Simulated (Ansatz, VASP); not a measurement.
**CdS: VASP beside Ansatz**

```xyz
2
Lattice="0.0000 2.7268 2.6450 2.7268 0.0000 2.6450 2.7268 2.7268 0.0000" Properties=species:S:1:pos:R:3 pbc="T T T"
Cd    0.0000    0.0000    0.0000
S     2.7268    2.7268    2.6450
```

Change from the starting cell: uniaxial_z strain -3.0%.

Alike in both runs: task single point; functional HSE06; k mesh 6 × 6 × 6; occupations fermi-dirac, width 0.02 eV; no spin polarisation.

|  | VASP | Ansatz |
| --- | --- | --- |
| version | VASP 6.6.1 | Ansatz 0.2.0 |
| potentials or method | VASP PAW PBE potentials, release 64 (Cd, S) | plane waves, PAW |
| plane-wave cutoff (eV) | 520 | 420 |
| valence electrons in the cell | 18 | 26 |

|  | VASP | Ansatz | Ansatz less VASP |
| --- | --- | --- | --- |
| gap on the k mesh at the Fermi level (eV) | 1.04 | 1.06 | +0.017 |
| pressure (GPa) | 3.3 | 2.8 | -0.44 |
| traceless stress, the component that is largest in VASP (GPa) | 2.08 | 1.99 | -0.089 |

VASP's potentials hold 18 valence electrons a cell and Ansatz's 26, so a difference there can come from the potentials and not from the codes. Ansatz's warnings: stress exchange threshold loose, stress scf threshold loose.
